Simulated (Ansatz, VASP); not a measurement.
**C2N: VASP beside Ansatz**

```xyz
6
Lattice="2.3278 0.0000 0.0000 0.1724 2.7908 0.0000 0.6672 1.1284 3.2251" Properties=species:S:1:pos:R:3 pbc="T T T"
C     1.2476    1.7099    2.6398
C     2.3854    2.2155    2.1665
C     0.7820    1.7036    1.0586
C     1.9197    2.2092    0.5854
N     2.7012    3.5871    2.4330
N     0.4661    0.3321    0.7922
```

Alike in both runs: task relaxation of cell and atoms; functional PBE; k mesh 8 × 6 × 6; occupations gaussian, width 0.1 eV; no spin polarisation.

|  | VASP | Ansatz |
| --- | --- | --- |
| version | VASP 6.6.1 | Ansatz 0.2.0 |
| potentials or method | VASP PAW PBE potentials, release 64 (C, N), cutoff 600 eV | scalar-relativistic, plane waves, PAW |
| valence electrons in the cell | 26 | 26 |

Ansatz gave:

| Property | Result |
| --- | --- |
| gap on the k mesh at the Fermi level, each at its own relaxed structure (eV) | 0.42 |
| relaxed volume (Å³/atom) | 6.31 |
| relaxed cell length with the largest relative difference (Å) | 3.656 |

Task: Which values does VASP return?

Result: gap on the k mesh at the Fermi level, each at its own relaxed structure (eV): 0.62; relaxed volume (Å³/atom): 6.10; relaxed cell length with the largest relative difference (Å): 3.590.

Noted on VASP's run: the volume moved by over 15 % at a fixed basis, so the end points are rough.
